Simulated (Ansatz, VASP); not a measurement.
## One calculation of FeO, two programs

```
Fe O
1.0
     0.00000    2.15441    2.15441
     2.15441    0.00000    2.15441
     2.15441    2.15441    0.00000
Fe O
1 1
Direct
  0.00000 0.00000 0.00000
  0.50000 0.50000 0.50000
```

Alike in both runs: functional PBE; k mesh 22 × 22 × 22; occupations gaussian, width 0.1 eV; collinear spin.

Ansatz relaxed the structure, and its values are those at the end. VASP's run is a single point on that final structure, the one shown.

```csv
,VASP,Ansatz
version,VASP 6.6.1,Ansatz 0.2.0
potentials or method,"VASP PAW PBE potentials, release 64 (Fe, O), cutoff 520 eV","scalar-relativistic, plane waves, PAW"
valence electrons in the cell,14,22
```

```csv
,VASP,Ansatz,Ansatz less VASP
gap on the k mesh at the Fermi level (eV),none,none,-
pressure (GPa),0.1,0.0,-0.07
net moment per atom (μB),2.00,2.00,0.000
size of the moment on the site where the two differ most (μB),3.62,3.45,-0.169
```

Site moments also hang on the region over which each program counts them. A gap of «none» marks a metal or a gap that the smearing closes. VASP's potentials hold 14 valence electrons a cell and Ansatz's 22, so a difference there can come from the potentials and not from the codes.
